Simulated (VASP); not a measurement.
# LuPbBr5 (P1) in VASP: single point with PBEsol

Aim: the single point of LuPbBr5 with PBEsol.

Everything below comes from runs of VASP 6.6.1. Logs are shortened: lines on timing, memory, paths and dates and some standing lists are left out, and cuts for length are marked.

**1. The cell of the first run**

The typed cell holds 7 atoms: a = 7.441 Å, b = 7.432 Å, c = 7.175 Å, α = 135.88°, β = 107.77°, γ = 91.54°.

**2. Single point, PBEsol**

File INCAR:

```
ALGO = Normal ; EDIFF = 1E-6
ENCUT = 520 ; GGA = PS
ISIF = 2 ; ISMEAR = -1
LASPH = True ; LCHARG = True
LELF = True ; LREAL = False
LVHAR = True ; LWAVE = False
NBANDS = 46 ; NELM = 100
PREC = Accurate ; SIGMA = 0.05
```

File KPOINTS:

```
k-points
0
Gamma
  4 4 4
```

File POSCAR:

```
LuPbBr5
1.0
   -3.0009789018      4.4080007310      5.1889955884
    2.9202489480     -4.4528599617      5.1845292980
    2.5648759931      4.1977775496     -5.2235457014
Lu Pb Br
1 1 5
Direct
    0.5007257774      0.4773667425     -0.0301108941
   -0.0795927380      0.0661820643      0.0161758270
    0.7189830839      0.4456121165      0.3320245801
    0.2833351936      0.5086664712      0.6246689203
    0.1624415093      0.2217789632     -0.1350845770
    0.8510413868      0.7226750303      0.0751717913
    0.5428613451     -0.0204708874      0.5255423781
```

Potentials or basis: VASP PAW PBE potentials, release 64 (Lu, Pb_d, Br).

The run is started by

```bash
$ cat potpaw_PBE.64/Lu/POTCAR potpaw_PBE.64/Pb_d/POTCAR potpaw_PBE.64/Br/POTCAR > POTCAR
$ mpirun -np 1 vasp_std > vasp.out
```

OUTCAR:

```text
EDIFF = 1E-6
   ENCUT = 520
   GGA = PS
   ISIF = 2
   ISMEAR = -1
   LASPH = True
   LREAL = False
   NELM = 100
   PREC = Accurate

 ion  position               nearest neighbor table
   1  0.501  0.477  0.970-   5 2.65   4 2.68   6 2.69   7 2.77   7 2.78   3 2.79
   2  0.920  0.066  0.016-   3 2.91   6 2.93   5 2.94   4 2.98   3 3.20   7 3.36
   3  0.719  0.446  0.332-   1 2.79   2 2.91   2 3.20
   4  0.283  0.509  0.625-   1 2.68   2 2.98
   5  0.162  0.222  0.865-   1 2.65   2 2.94
   6  0.851  0.723  0.075-   1 2.69   2 2.93
   7  0.543  0.980  0.526-   1 2.77   1 2.78   2 3.36

  LATTYP: Found a triclinic cell.
 ALAT       =     7.4320360466
 B/A-ratio  =     1.3958403781
 C/A-ratio  =     1.1594252630
 COS(alpha) =     0.0079342208
 COS(beta)  =     0.6210545750
 COS(gamma) =     0.6970974841

  Lattice vectors:

 A1 = (   2.9202489480,  -4.4528599617,   5.1845292980)
 A2 = (  -0.0807299538,  -0.0448592307,  10.3735248864)
 A3 = (   0.4361029087,  -8.6057782806,   0.0345501130)

Analysis of symmetry for initial positions (statically):
=====================================================================
 Subroutine PRICEL returns:
 Original cell was already a primitive cell.

 Routine SETGRP: Setting up the symmetry group for a
 triclinic supercell.

 Subroutine GETGRP returns: Found  1 space group operations
 (whereof  1 operations were pure point group operations)
 out of a pool of  2 trial point group operations.

The static configuration has the point symmetry C_1 .

Analysis of symmetry for dynamics (positions and initial velocities):
=====================================================================
 Subroutine PRICEL returns:
 Original cell was already a primitive cell.

 Routine SETGRP: Setting up the symmetry group for a
 triclinic supercell.

 Subroutine GETGRP returns: Found  1 space group operations
 (whereof  1 operations were pure point group operations)
 out of a pool of  2 trial point group operations.

The dynamic configuration has the point symmetry C_1 .

 Subroutine INISYM returns: Found  1 space group operations
 (whereof  1 operations are pure point group operations),
 and found     1 'primitive' translations

----------------------------------------------------------------------------------------

                                     Primitive cell

  volume of cell :     244.2392

  direct lattice vectors                    reciprocal lattice vectors
    -3.000978902  4.408000731  5.188995588     0.006126030  0.116900676  0.096952448
     2.920248948 -4.452859962  5.184529298     0.183458023  0.009689764  0.097868877
     2.564875993  4.197777550 -5.223545701     0.188173225  0.125744847  0.002008192

  length of vectors
     7.440565841  7.432036047  7.175329603     0.151996952  0.208156323  0.226329322

  position of ions in fractional coordinates (direct lattice)
     0.500725777  0.477366743  0.969889106
     0.920407262  0.066182064  0.016175827
     0.718983084  0.445612117  0.332024580
     0.283335194  0.508666471  0.624668920
     0.162441509  0.221778963  0.864915423
     0.851041387  0.722675030  0.075171791
     0.542861345  0.979529113  0.525542378

  ion indices of the primitive-cell ions
   primitive index   ion index
                 1           1
                 2           2
                 3           3
                 4           4
                 5           5
                 6           6
                 7           7

----------------------------------------------------------------------------------------

 KPOINTS: k-points

Automatic generation of k-mesh.
 Grid dimensions read from file:
 generate k-points for:    4    4    4

 Generating k-lattice:

  Cartesian coordinates                     Fractional coordinates (reciprocal lattice)
     0.001531508  0.029225169  0.024238112     0.250000000  0.000000000  0.000000000
     0.045864506  0.002422441  0.024467219     0.000000000  0.250000000 -0.000000000
     0.047043306  0.031436212  0.000502048     0.000000000  0.000000000  0.250000000

  Length of vectors
     0.037999238  0.052039081  0.056582331

  Shift w.r.t. Gamma in fractional coordinates (k-lattice)
     0.000000000  0.000000000  0.000000000

 Subroutine IBZKPT returns following result:
 ===========================================

 Found     36 irreducible k-points:

 Following reciprocal coordinates:
            Coordinates               Weight
  0.000000  0.000000  0.000000      1.000000
  0.250000  0.000000  0.000000      2.000000
  0.500000  0.000000  0.000000      1.000000
  0.000000  0.250000 -0.000000      2.000000
  0.250000  0.250000  0.000000      2.000000
  0.500000  0.250000  0.000000      2.000000
[... 16 lines left out ...]
 -0.000000 -0.250000  0.250000      2.000000
  0.250000 -0.250000  0.250000      2.000000
 [... further k-points ...]
   k-points           NKPTS =     36   k-points in BZ     NKDIM =     36   number of bands    NBANDS=     46
   number of dos      NEDOS =    301   number of ions     NIONS =      7
   total plane-waves  NPLWV = 169344
   dimension x,y,z NGX =    56 NGY =   56 NGZ =   54
   dimension x,y,z NGXF=   112 NGYF=  112 NGZF=  108
   ions per type =               1   1   5
   NGX,Y,Z   is equivalent  to a cutoff of  12.51, 12.53, 12.51 a.u.
   NGXF,Y,Z  is equivalent  to a cutoff of  25.02, 25.05, 25.02 a.u.
 SYSTEM =  unknown system
   PREC   = accura    normal or accurate (medium, high low for compatibility)
   ISTART =      0    job   : 0-new  1-cont  2-samecut
   ICHARG =      2    charge: 1-file 2-atom 10-const
   ISPIN  =      1    spin polarized calculation?
   LNONCOLLINEAR =      F non collinear calculations
   LSORBIT =      F    spin-orbit coupling
   LASPH  =      T    aspherical Exc in radial PAW
   ENCUT  =  520.0 eV  38.22 Ry    6.18 a.u.  13.83 13.82 13.34*2*pi/ulx,y,z
   NELM   =    100;   NELMIN=  2; NELMDL= -5     # of ELM steps
   EDIFF  = 0.1E-05   stopping-criterion for ELM
   LREAL  =      F    real-space projection
[... 7 lines left out ...]
   TEBEG  =    0.0;   TEEND  =   0.0 temperature during run
   PSTRESS=    0.0 pullay stress
   NELECT =      74.0000    total number of electrons
   NUPDOWN=      -1.0000    fix difference up-down
   EMIN   =  10.00;   EMAX   =-10.00  energy-range for DOS
   EFERMI =   0.00;   METHOD = LEGACY
   ISMEAR =    -1;   SIGMA  =   0.05  broadening in eV -4-tet -1-fermi 0-gaus
   EFERMI_NEDOS =   21; number of points for ismear=-14 and -15
   IALGO  =     38    algorithm
   IMIX   =      4    mixing-type and parameters
     AMIX     =   0.40;   BMIX     =  1.00
     AMIX_MAG =   1.60;   BMIX_MAG =  1.00
  volume/ion in A,a.u.               =      34.89       235.46
  Fermi-wavevector in a.u.,A,eV,Ry     =   1.099547  2.077842 16.449478  1.209003
  Thomas-Fermi vector in A             =   2.235943
   LORBIT       =      0    0 simple, 1 ext, 2 COOP (PROOUT), +10 PAW based schemes
   GGA     = PS    functional components
   LHFCALC =     F    Hartree Fock is set to
   AEXX    =    0.0000 exact exchange contribution
   IVDW    =     0    specifies the selected vdW correction
   LEPSILON=     F    determine dielectric tensor
   LRPA    =     F    only Hartree local field effects (RPA)
 non-spin polarized calculation
  energy-cutoff  :      520.00
  volume of cell :      244.24
 maximum number of plane-waves:      6598
   NGX = 27   NGY = 27   NGZ = 27

 number of electron      73.9999997 magnetization

 Free energy of the ion-electron system (eV)
  ---------------------------------------------------
  ext. energy  EPLUGINS =         0.00000000
  ---------------------------------------------------
  free energy    TOTEN  =       -27.45484124 eV

  energy without entropy =      -27.45484124  energy(sigma->0) =      -27.45484124

 E-fermi :   1.0588     XC(G=0):  -8.2120

 val. band max:       -0.0937668219   @ k =   0.0000   0.0000   0.0000
 cond. band min:       2.9645274557   @ k =   0.5000   0.0000   0.0000
 fundamental gap:      3.0582942776
 Fermi energy:         1.0587656508

 k-point     1 :       0.0000    0.0000    0.0000
  band No.  band energies     occupation
      1     -55.2732      2.00000
      2     -26.0334      2.00000
      3     -25.9608      2.00000
      4     -25.9303      2.00000
      5     -16.0395      2.00000
      6     -16.0210      2.00000
[... 38 lines left out ...]
     45       5.6673      0.00000
     46       6.7349      0.00000

 k-point     2 :       0.2500    0.0000    0.0000
  band No.  band energies     occupation
      1     -55.2732      2.00000
      2     -26.0334      2.00000
      3     -25.9608      2.00000
      4     -25.9304      2.00000
      5     -16.0398      2.00000
      6     -16.0209      2.00000
[... 38 lines left out ...]
     45       6.0948      0.00000
     46       6.7461      0.00000

 k-point     3 :       0.5000    0.0000    0.0000
  band No.  band energies     occupation
      1     -55.2732      2.00000
      2     -26.0334      2.00000
      3     -25.9608      2.00000
      4     -25.9304      2.00000
      5     -16.0401      2.00000
      6     -16.0207      2.00000
[... 38 lines left out ...]
     45       6.4246      0.00000
     46       7.0918      0.00000

 k-point     4 :       0.0000    0.2500   -0.0000
  band No.  band energies     occupation
      1     -55.2732      2.00000
      2     -26.0383      2.00000
      3     -25.9607      2.00000
      4     -25.9303      2.00000
      5     -16.0430      2.00000
      6     -16.0191      2.00000
[... 920 lines left out ...]
     45       6.5646      0.00000
     46       7.1379      0.00000

 k-point    23 :      -0.0000   -0.2500    0.2500
  band No.  band energies     occupation
      1     -55.2732      2.00000
      2     -26.0334      2.00000
      3     -25.9608      2.00000
      4     -25.9303      2.00000
      5     -16.0397      2.00000
      6     -16.0202      2.00000
[... 38 lines left out ...]
     45       6.1639      0.00000
     46       6.7557      0.00000

 k-point    24 :       0.2500   -0.2500    0.2500
  band No.  band energies     occupation
      1     -55.2732      2.00000
      2     -26.0334      2.00000
      3     -25.9608      2.00000
      4     -25.9304      2.00000
      5     -16.0401      2.00000
      6     -16.0207      2.00000
[... 38 lines left out ...]
     45       6.5656      0.00000
     46       6.7495      0.00000

 [... further k-points ...]

------------------------ aborting loop because EDIFF is reached ----------------------------------------

  FORCE on cell =-STRESS in cart. coord.  units (eV):
  Direction    XX          YY          ZZ          XY          YZ          ZX
  --------------------------------------------------------------------------------------
  -------------------------------------------------------------------------------------
  Total        0.0857814      0.1060293      0.1203629      0.0174554      0.0059423     -0.0122941
  in kB        0.5627147      0.6955383      0.7895651      0.1145052      0.0389810     -0.0806477
  external PRESSURE =       0.6826060 kB  Pullay stress =       0.0000000 kB

 VOLUME and BASIS-vectors are now :
 -----------------------------------------------------------------------------
  energy-cutoff  :      520.00
  volume of cell :      244.24
      direct lattice vectors                 reciprocal lattice vectors
    -3.000978902  4.408000731  5.188995588     0.006126030  0.116900676  0.096952448
     2.920248948 -4.452859962  5.184529298     0.183458023  0.009689764  0.097868877
     2.564875993  4.197777550 -5.223545701     0.188173225  0.125744847  0.002008192

 POSITION                                       TOTAL-FORCE (eV/Angst)
 -----------------------------------------------------------------------------------
      2.37901      4.15293      0.00693         0.002640      0.000378      0.006600
     -2.52737      3.83036      5.03462        -0.001607      0.000169     -0.001193
     -0.00475      2.57879      4.30674         0.003058      0.015104     -0.005534
      2.23735      1.60614      0.84443         0.000573     -0.021641      0.007252
      2.37857      3.35921     -2.52520        -0.002048     -0.004859     -0.022512
     -0.25076      0.84897      7.77012        -0.002030      0.006374      0.017910
      2.57930      0.23734      5.15011        -0.000586      0.004475     -0.002522
 -----------------------------------------------------------------------------------
    total drift:                                0.000365      0.000062      0.001094

  FREE ENERGIE OF THE ION-ELECTRON SYSTEM (eV)
  ---------------------------------------------------
  free  energy   TOTEN  =       -27.4548412410 eV

  energy  without entropy=      -27.4548412410  energy(sigma->0) =      -27.45484124
```

It took 16 min on 1 thread of Intel Xeon 8259CL, shared host; peak memory 0.65 GiB.

Results:

```yaml
Free_energy: -27.4548 eV
Pressure: 0.1 GPa
Largest_force: 0.023 eV/Å
Band_gap_on_the_k_mesh: 3.06 eV (least direct gap 3.24 eV)
```

Forces in eV/Å, atoms in the order of the input:
```
Lu   0.003  0.000  0.007
Pb  -0.002  0.000 -0.001
Br   0.003  0.015 -0.006
Br   0.001 -0.022  0.007
Br  -0.002 -0.005 -0.023
Br  -0.002  0.006  0.018
Br  -0.001  0.004 -0.003
```

Levels at points of the mesh, in eV from the valence-band top:
| k point | band 33 | band 34 | band 35 | band 36 | band 37 | band 38 | band 39 | band 40 | band 41 | band 42 |
| --- | --- | --- | --- | --- | --- | --- | --- | --- | --- | --- |
| (0.00, 0.00, 0.00) | -0.89 | -0.62 | -0.47 | -0.36 | 0.00 | 3.44 | 3.93 | 4.01 | 4.37 | 4.57 |
| (0.50, 0.00, 0.00) | -1.06 | -0.84 | -0.68 | -0.26 | -0.18 | 3.06 | 3.58 | 3.79 | 4.16 | 4.77 |
| (0.00, 0.50, 0.00) | -0.94 | -0.64 | -0.41 | -0.33 | -0.08 | 3.50 | 3.60 | 3.69 | 4.86 | 5.01 |
| (0.50, 0.50, 0.00) | -1.08 | -0.68 | -0.42 | -0.15 | -0.09 | 3.67 | 3.97 | 4.20 | 4.72 | 4.91 |
| (0.00, 0.00, 0.50) | -1.08 | -0.77 | -0.39 | -0.32 | -0.13 | 3.55 | 4.06 | 4.28 | 4.77 | 5.00 |
| (0.50, 0.00, 0.50) | -0.94 | -0.70 | -0.56 | -0.19 | -0.10 | 3.50 | 3.67 | 3.90 | 4.83 | 5.13 |
| (0.00, 0.50, 0.50) | -1.07 | -0.79 | -0.61 | -0.41 | -0.12 | 3.19 | 3.63 | 3.76 | 4.13 | 4.71 |
| (0.50, 0.50, 0.50) | -1.09 | -0.90 | -0.71 | -0.68 | -0.44 | 3.16 | 3.72 | 4.00 | 4.46 | 4.53 |

Caveat: the PAW data sets were made with another functional, which shifts forces and pressure a little; spin-orbit coupling is left out, which moves the levels of the heavy elements. A k mesh can miss the band edges.
